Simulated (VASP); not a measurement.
# Li2W (P-6m2) in VASP: notebook

The runs below take Li2W through single point, with PBE.

All numbers are computed with VASP 6.6.1; they aren't measurements. Logs are shortened: lines on timing, memory, paths and dates and some standing lists are left out, and cuts for length are marked.

**1. The cell of the first run**

It takes space group P-6m2 (No. 187, hexagonal). Conventional cell: a = 2.991 Å, b = 2.991 Å, c = 6.222 Å, α = 90.00°, β = 90.00°, γ = 120.00°. Within 3.1 Å of Li (site symmetry 3m) lie 7 Li at 2.38 to 2.99 Å and 3 W at 2.58 Å. W (site symmetry -6m2) has 6 Li at 2.58 Å and 6 W at 2.99 Å within 3.4 Å.

**2. Single point, PBE**

File INCAR:

```
ALGO     = Normal         # electronic algorithm
EDIFF    = 1E-6           # SCF threshold, eV
ENCUT    = 520            # plane-wave cutoff, eV
GGA      = PE             # functional
ISIF     = 2              # what is computed and relaxed
ISMEAR   = 0              # smearing method
LASPH    = T              # aspherical terms in the spheres
LCHARG   = F              # write CHGCAR
LREAL    = F              # projectors in reciprocal space
LWAVE    = F              # write WAVECAR
NBANDS   = 17             # bands
NELM     = 60             # most SCF steps
PREC     = Accurate       # precision mode
SIGMA    = 0.1            # smearing width, eV
```

File KPOINTS:

```
k-points
0
Gamma
  6 6 4
```

File POSCAR:

```
Li2W
1.0
    2.9908069900      0.0000000000      0.0000000000
   -1.4954035000      2.5901148300      0.0000000000
    0.0000000000      0.0000000000      6.2223591000
Li W
2 1
Direct
    0.6666666700      0.3333333300      0.8089595100
    0.6666666700      0.3333333300      0.1910404900
    0.3333333300      0.6666666700      0.5000000000
```

Potentials or basis: VASP PAW PBE potentials, release 64 (Li_sv, W_sv).

The run is started by

```console
$ cat potpaw_PBE.64/Li_sv/POTCAR potpaw_PBE.64/W_sv/POTCAR > POTCAR
$ mpirun -np 1 vasp_std > vasp.out
```

OUTCAR:

```text
EDIFF = 1E-6
   ENCUT = 520
   GGA = PE
   ISIF = 2
   ISMEAR = 0
   LASPH = T
   LREAL = F
   NELM = 60
   PREC = Accurate

 ion  position               nearest neighbor table
   1  0.667  0.333  0.809-   2 2.38   3 2.58   3 2.58   3 2.58
   2  0.667  0.333  0.191-   1 2.38   3 2.58   3 2.58   3 2.58
   3  0.333  0.667  0.500-   1 2.58   2 2.58   1 2.58   2 2.58   1 2.58   2 2.58

  LATTYP: Found a hexagonal cell.
 ALAT       =     2.9908069900
 C/A-ratio  =     2.0804950372

  Lattice vectors:

 A1 = (   2.9908069900,   0.0000000000,   0.0000000000)
 A2 = (  -1.4954035000,   2.5901148300,   0.0000000000)
 A3 = (   0.0000000000,   0.0000000000,   6.2223591000)

Analysis of symmetry for initial positions (statically):
=====================================================================
 Subroutine PRICEL returns:
 Original cell was already a primitive cell.

 Routine SETGRP: Setting up the symmetry group for a
 hexagonal supercell.

 Subroutine GETGRP returns: Found 12 space group operations
 (whereof 12 operations were pure point group operations)
 out of a pool of 24 trial point group operations.

The static configuration has the point symmetry D_3h.

Analysis of symmetry for dynamics (positions and initial velocities):
=====================================================================
 Subroutine PRICEL returns:
 Original cell was already a primitive cell.

 Routine SETGRP: Setting up the symmetry group for a
 hexagonal supercell.

 Subroutine GETGRP returns: Found 12 space group operations
 (whereof 12 operations were pure point group operations)
 out of a pool of 24 trial point group operations.

The dynamic configuration has the point symmetry D_3h.

 Subroutine INISYM returns: Found 12 space group operations
 (whereof 12 operations are pure point group operations),
 and found     1 'primitive' translations

----------------------------------------------------------------------------------------

                                     Primitive cell

  volume of cell :      48.2017

  direct lattice vectors                    reciprocal lattice vectors
     2.990806990  0.000000000  0.000000000     0.334357919  0.193041635  0.000000000
    -1.495403500  2.590114830  0.000000000     0.000000000  0.386083269  0.000000000
     0.000000000  0.000000000  6.222359100     0.000000000  0.000000000  0.160710750

  length of vectors
     2.990806990  2.990806991  6.222359100     0.386083269  0.386083269  0.160710750

  position of ions in fractional coordinates (direct lattice)
     0.666666670  0.333333330  0.808959510
     0.666666670  0.333333330  0.191040490
     0.333333330  0.666666670  0.500000000

  ion indices of the primitive-cell ions
   primitive index   ion index
                 1           1
                 2           2
                 3           3

----------------------------------------------------------------------------------------

 KPOINTS: k-points

Automatic generation of k-mesh.
 Grid dimensions read from file:
 generate k-points for:    6    6    4

 Generating k-lattice:

  Cartesian coordinates                     Fractional coordinates (reciprocal lattice)
     0.055726320  0.032173606  0.000000000     0.166666667 -0.000000000  0.000000000
     0.000000000  0.064347211  0.000000000     0.000000000  0.166666667  0.000000000
     0.000000000  0.000000000  0.040177688     0.000000000  0.000000000  0.250000000

  Length of vectors
     0.064347211  0.064347211  0.040177688

  Shift w.r.t. Gamma in fractional coordinates (k-lattice)
     0.000000000  0.000000000  0.000000000

 Subroutine IBZKPT returns following result:
 ===========================================

 Found     21 irreducible k-points:

 Following reciprocal coordinates:
            Coordinates               Weight
  0.000000  0.000000  0.000000      1.000000
  0.166667  0.000000  0.000000      6.000000
  0.333333  0.000000  0.000000      6.000000
  0.500000  0.000000  0.000000      3.000000
  0.166667  0.166667  0.000000      6.000000
  0.333333  0.166667  0.000000     12.000000
[... 13 lines left out ...]
  0.333333  0.166667  0.500000     12.000000
  0.333333  0.333333  0.500000      2.000000
   k-points           NKPTS =     21   k-points in BZ     NKDIM =     21   number of bands    NBANDS=     17
   number of dos      NEDOS =    301   number of ions     NIONS =      3
   total plane-waves  NPLWV =  27648
   dimension x,y,z NGX =    24 NGY =   24 NGZ =   48
   dimension x,y,z NGXF=    48 NGYF=   48 NGZF=   96
   ions per type =               2   1
   NGX,Y,Z   is equivalent  to a cutoff of  13.34, 13.34, 12.82 a.u.
   NGXF,Y,Z  is equivalent  to a cutoff of  26.68, 26.68, 25.65 a.u.
 SYSTEM =  unknown system
   PREC   = accura    normal or accurate (medium, high low for compatibility)
   ISTART =      0    job   : 0-new  1-cont  2-samecut
   ICHARG =      2    charge: 1-file 2-atom 10-const
   ISPIN  =      1    spin polarized calculation?
   LNONCOLLINEAR =      F non collinear calculations
   LSORBIT =      F    spin-orbit coupling
   LASPH  =      T    aspherical Exc in radial PAW
   ENCUT  =  520.0 eV  38.22 Ry    6.18 a.u.   5.56  5.56 11.57*2*pi/ulx,y,z
   NELM   =     60;   NELMIN=  2; NELMDL= -5     # of ELM steps
   EDIFF  = 0.1E-05   stopping-criterion for ELM
   LREAL  =      F    real-space projection
   EDIFFG = 0.1E-04   stopping-criterion for IOM
   NSW    =      0    number of steps for IOM
   IBRION =     -1    ionic relax: 0-MD 1-quasi-New 2-CG
   NFREE  =      0    steps in history (QN), initial steepest desc. (CG)
   ISIF   =      2    stress and relaxation
   ISYM   =      2    0-nonsym 1-usesym 2-fastsym
   POTIM  = 0.5000    time-step for ionic-motion
   TEBEG  =    0.0;   TEEND  =   0.0 temperature during run
   PSTRESS=    0.0 pullay stress
   NELECT =      20.0000    total number of electrons
   NUPDOWN=      -1.0000    fix difference up-down
   EMIN   =  10.00;   EMAX   =-10.00  energy-range for DOS
   EFERMI =   0.00;   METHOD = LEGACY
   ISMEAR =     0;   SIGMA  =   0.10  broadening in eV -4-tet -1-fermi 0-gaus
   EFERMI_NEDOS =   21; number of points for ismear=-14 and -15
   IALGO  =     38    algorithm
   IMIX   =      4    mixing-type and parameters
     AMIX     =   0.40;   BMIX     =  1.00
     AMIX_MAG =   1.60;   BMIX_MAG =  1.00
  volume/ion in A,a.u.               =      16.07       108.43
  Fermi-wavevector in a.u.,A,eV,Ry     =   1.221042  2.307435 20.285525  1.490944
  Thomas-Fermi vector in A             =   2.356238
   LORBIT       =      0    0 simple, 1 ext, 2 COOP (PROOUT), +10 PAW based schemes
   GGA     = PE    functional components
   LHFCALC =     F    Hartree Fock is set to
   AEXX    =    0.0000 exact exchange contribution
   IVDW    =     0    specifies the selected vdW correction
   LEPSILON=     F    determine dielectric tensor
   LRPA    =     F    only Hartree local field effects (RPA)
 non-spin polarized calculation
 Gauss-broadening in eV      SIGMA  =   0.10
  energy-cutoff  :      520.00
  volume of cell :       48.20
 maximum number of plane-waves:      1344
 NGX is ok and might be reduce to    24
   NGX = 11   NGY = 11   NGZ = 23

 number of electron      20.0000009 magnetization

 Free energy of the ion-electron system (eV)
  ---------------------------------------------------
  ext. energy  EPLUGINS =         0.00000000
  ---------------------------------------------------
  free energy    TOTEN  =       -14.41124587 eV

  energy without entropy =      -14.39490049  energy(sigma->0) =      -14.40307318

 E-fermi :   4.1776     XC(G=0):  -9.6757

 val. band max:        4.1769980664   @ k =   0.3333   0.1667   0.5000
 cond. band min:       4.2054491129   @ k =   0.3333   0.0000   0.5000
 fundamental gap:      0.0284510465
 Fermi energy:         4.1775775301

 k-point     1 :       0.0000    0.0000    0.0000
  band No.  band energies     occupation
      1     -69.5421      2.00000
      2     -41.5313      2.00000
      3     -41.4932      2.00000
      4     -33.8518      2.00000
      5     -33.3567      2.00000
      6     -33.3567      2.00000
[... 9 lines left out ...]
     16      17.2189      0.00000
     17      17.4506      0.00000

 k-point     2 :       0.1667    0.0000    0.0000
  band No.  band energies     occupation
      1     -69.5330      2.00000
      2     -41.5271      2.00000
      3     -41.4884      2.00000
      4     -33.8345      2.00000
      5     -33.4938      2.00000
      6     -33.3894      2.00000
[... 9 lines left out ...]
     16      14.1478      0.00000
     17      15.7260      0.00000

 k-point     3 :       0.3333    0.0000    0.0000
  band No.  band energies     occupation
      1     -69.5147      2.00000
      2     -41.5188      2.00000
      3     -41.4788      2.00000
      4     -33.7997      2.00000
      5     -33.7602      2.00000
      6     -33.4542      2.00000
[... 9 lines left out ...]
     16      13.8347      0.00000
     17      14.4514      0.00000

 k-point     4 :       0.5000    0.0000    0.0000
  band No.  band energies     occupation
      1     -69.5056      2.00000
      2     -41.5146      2.00000
      3     -41.4739      2.00000
      4     -33.8898      2.00000
      5     -33.7822      2.00000
      6     -33.4863      2.00000
[... 9 lines left out ...]
     16      11.8719      0.00000
     17      12.8769      0.00000
[... 283 lines left out ...]
      1     -69.5193      2.00000
      2     -41.5215      2.00000
      3     -41.4804      2.00000
      4     -33.8085      2.00000
      5     -33.6692      2.00000
      6     -33.4644      2.00000
[... 9 lines left out ...]
     16      12.7159      0.00000
     17      13.7158      0.00000

 k-point    20 :       0.3333    0.1667    0.5000
  band No.  band energies     occupation
      1     -69.5056      2.00000
      2     -41.5138      2.00000
      3     -41.4748      2.00000
      4     -33.8232      2.00000
      5     -33.7822      2.00000
      6     -33.5566      2.00000
[... 9 lines left out ...]
     16      11.2572      0.00000
     17      12.1144      0.00000

 k-point    21 :       0.3333    0.3333    0.5000
  band No.  band energies     occupation
      1     -69.5010      2.00000
      2     -41.5112      2.00000
      3     -41.4729      2.00000
      4     -33.7734      2.00000
      5     -33.7333      2.00000
      6     -33.7309      2.00000
[... 9 lines left out ...]
     16       9.6884      0.00000
     17      12.2269      0.00000

------------------------ aborting loop because EDIFF is reached ----------------------------------------

  FORCE on cell =-STRESS in cart. coord.  units (eV):
  Direction    XX          YY          ZZ          XY          YZ          ZX
  --------------------------------------------------------------------------------------
  -------------------------------------------------------------------------------------
  Total       -3.2675063     -3.2675063      5.7372876      0.0000000      0.0000000      0.0000000
  in kB     -108.6086794   -108.6086793    190.7017708      0.0000002      0.0000000      0.0000000
  external PRESSURE =      -8.8385293 kB  Pullay stress =       0.0000000 kB

 VOLUME and BASIS-vectors are now :
 -----------------------------------------------------------------------------
  energy-cutoff  :      520.00
  volume of cell :       48.20
      direct lattice vectors                 reciprocal lattice vectors
     2.990806990  0.000000000  0.000000000     0.334357919  0.193041635  0.000000000
    -1.495403500  2.590114830  0.000000000     0.000000000  0.386083269  0.000000000
     0.000000000  0.000000000  6.222359100     0.000000000  0.000000000  0.160710750

 POSITION                                       TOTAL-FORCE (eV/Angst)
 -----------------------------------------------------------------------------------
      1.49540      0.86337      5.03364        -0.000000      0.000000      0.868184
      1.49540      0.86337      1.18872         0.000000      0.000000     -0.868184
     -0.00000      1.72674      3.11118         0.000000      0.000000      0.000000
 -----------------------------------------------------------------------------------
    total drift:                                0.000001     -0.000001     -0.000000

  FREE ENERGIE OF THE ION-ELECTRON SYSTEM (eV)
  ---------------------------------------------------
  free  energy   TOTEN  =       -14.4112458674 eV

  energy  without entropy=      -14.3949004894  energy(sigma->0) =      -14.40307318
```

Wall time 12 s (1 thread of Intel Xeon Platinum 8375C at 2.90GHz (Ice Lake), shared host); peak memory 0.17 GiB.

What came out:

* Free energy: -14.4112 eV
* Largest force: 0.868 eV/Å
* Band gap on the k mesh: zero (band 10 reaches 5.06 eV, above the bottom of band 11 at 3.18 eV)

Forces in eV/Å, atoms in the order of the input:
```
Li   0.000  0.000  0.868
Li   0.000  0.000 -0.868
W    0.000  0.000  0.000
```

Levels at points of the mesh, in eV from the Fermi level:
```csv
k point,band 7,band 8,band 9,band 10,band 11,band 12,band 13,band 14
"(0.00, 0.00, 0.00)",-6.39,-2.91,-0.52,0.13,0.13,0.36,2.30,2.30
"(0.50, 0.00, 0.00)",-3.64,-2.37,-1.36,0.83,1.24,2.75,3.60,4.08
"(0.00, 0.00, 0.50)",-6.32,-2.84,-1.59,0.13,0.13,1.67,2.29,2.29
"(0.50, 0.00, 0.50)",-3.57,-2.50,-0.72,0.60,1.02,1.21,3.51,4.50
```

Caveat: the k points lie up to 0.40 Å⁻¹ apart; the cutoff is under 1.25 times the usual one of these potentials, so pressure, stress and relaxed cells hold a basis-set (Pulay) error; spin-orbit coupling is left out, which moves the levels of the heavy elements.

**3. Single point, PBE**

This run uses another cell than the first one, of 16.41 Å³/atom, 1.022 times its volume.

File INCAR:

```
PREC = Accurate
ENCUT = 520
EDIFF = 1E-6
ISMEAR = 0
SIGMA = 0.1
LREAL = F
LASPH = T
NELM = 100
ALGO = Normal
ISIF = 2
LWAVE = F
LCHARG = F
GGA = PE
NBANDS = 17
```

File KPOINTS:

```
regular mesh
0
Gamma
  6 6 4
```

File POSCAR:

```
Li2W
1.0
    2.7245741740      0.0000000026      0.0000000000
   -1.3622870893      2.3595504478      0.0000000000
    0.0000000000      0.0000000000      7.6590839987
Li W
2 1
Direct
    0.6666666667      0.3333333333      0.8207441104
    0.6666666667      0.3333333333      0.1792558896
    0.3333333333      0.6666666667      0.5000000000
```

Potentials or basis: VASP PAW PBE potentials, release 64 (Li_sv, W_sv).

The run is started by

```console
$ cat potpaw_PBE.64/Li_sv/POTCAR potpaw_PBE.64/W_sv/POTCAR > POTCAR
$ mpirun -np 1 vasp_std > vasp.out
```

Wall time 14 s (1 thread of Intel Xeon Platinum 8375C at 2.90GHz (Ice Lake), shared host); peak memory 0.16 GiB.

It converged, with:

| Property | Result |
| --- | --- |
| Free energy | -15.5994 eV |
| Largest force | 0.004 eV/Å |
| Band gap on the k mesh | zero (band 10 reaches 5.54 eV, above the bottom of band 11 at 3.28 eV) |

Forces on the atoms (eV/Å):
```
Li   0.000  0.000 -0.004
Li   0.000  0.000  0.004
W    0.000  0.000  0.000
```

Levels at points of the mesh, in eV from the Fermi level:
```
           k point  band 6  band 7  band 8  band 9  band 10  band 11  band 12  band 13  band 14  band 15
(0.00, 0.00, 0.00)  -37.52   -7.46   -3.48   -2.16    -1.68    -0.32    -0.32     3.31     3.31     5.00
(0.50, 0.00, 0.00)  -37.83   -4.95   -3.32   -0.92     1.29     1.94     2.04     3.05     4.36     6.01
(0.00, 0.00, 0.50)  -37.52   -7.45   -3.18   -3.07    -0.81    -0.32    -0.32     3.31     3.31     3.99
(0.50, 0.00, 0.50)  -37.83   -4.94   -3.33   -0.63     0.70     1.48     1.94     4.28     5.20     6.01
```

Caveat: the k points lie up to 0.44 Å⁻¹ apart; the cutoff is under 1.25 times the usual one of these potentials, so pressure, stress and relaxed cells hold a basis-set (Pulay) error; spin-orbit coupling is left out, which moves the levels of the heavy elements.
